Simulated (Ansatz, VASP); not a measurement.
**Ta4C3: VASP beside Ansatz**

INCAR

```
PREC = Accurate
ENCUT = 520
EDIFF = 1E-6
ISMEAR = 0
SIGMA = 0.15
LREAL = False
LASPH = True
NELM = 80
ALGO = Normal
ISIF = 2
LWAVE = False
LCHARG = False
GGA = PS
NBANDS = 37
```

KPOINTS

```
Automatic mesh
0
Gamma
  12 12 12
```

Contents of POSCAR:

```
Ta4C3
1.0
    1.5516367303      0.8958378839     10.1645109695
   -1.5516367303      0.8958378839     10.1645109695
    0.0000000000     -1.7916757678     10.1645109695
Ta C
4 3
Direct
    0.3733722057      0.3733722057      0.3733722057
    0.6244615989      0.6244615989      0.6244615989
    0.2096180968      0.2096180968      0.2096180968
    0.7943974385      0.7943974385      0.7943974385
    0.5025935066      0.5025935066      0.5025935066
    0.9960170748      0.9960170748      0.9960170748
    0.0845400886      0.0845400886      0.0845400886
```

Input for Ansatz:

```yaml
crystal:
  lattice:
    - [1.5516367303, 0.8958378839, 10.1645109695]
    - [-1.5516367303, 0.8958378839, 10.1645109695]
    - [0.0, -1.7916757678, 10.1645109695]
  atoms:
    - { symbol: Ta, position: [0.3733722057, 0.3733722057, 0.3733722057] }
    - { symbol: Ta, position: [0.6244615989, 0.6244615989, 0.6244615989] }
    - { symbol: Ta, position: [0.2096180968, 0.2096180968, 0.2096180968] }
    - { symbol: Ta, position: [0.7943974385, 0.7943974385, 0.7943974385] }
    - { symbol: C, position: [0.5025935066, 0.5025935066, 0.5025935066] }
    - { symbol: C, position: [0.9960170748, 0.9960170748, 0.9960170748] }
    - { symbol: C, position: [0.0845400886, 0.0845400886, 0.0845400886] }
basis:
  ecutwfc: 420
kpoints:
  mp_grid: { grid: [12, 12, 12] }
hamiltonian:
  xc: pbesol
scf:
  occupations: { method: gaussian, width: 0.15 }
output:
  forces: true
  stress: true
  eigenvalues: true
```

Alike in both runs: task single point; functional PBEsol; k mesh 12 × 12 × 12; occupations gaussian, width 0.15 eV; no spin polarisation.

```csv
,VASP,Ansatz
version,VASP 6.6.1,Ansatz 0.2.0
potentials or method,"VASP PAW PBE potentials, release 64 (Ta_pv, C), cutoff 520 eV","scalar-relativistic, plane waves, PAW"
valence electrons in the cell,56,64
```

|  | VASP | Ansatz | Ansatz less VASP |
| --- | --- | --- | --- |
| gap on the k mesh at the Fermi level (eV) | none | none | - |
| pressure (GPa) | 0.7 | 0.0 | -0.72 |
| rms of the force components (eV/Å) | 0.016 | 0.004 | -0.0121 |

VASP's potentials were made for PBE, not for PBEsol. Atom by atom the forces differ by 0.014 eV/Å (rms over components). A gap of «none» marks a metal or a gap that the smearing closes. VASP's potentials hold 56 valence electrons a cell and Ansatz's 64, so a difference there can come from the potentials and not from the codes.

Neither program's run includes spin-orbit coupling.
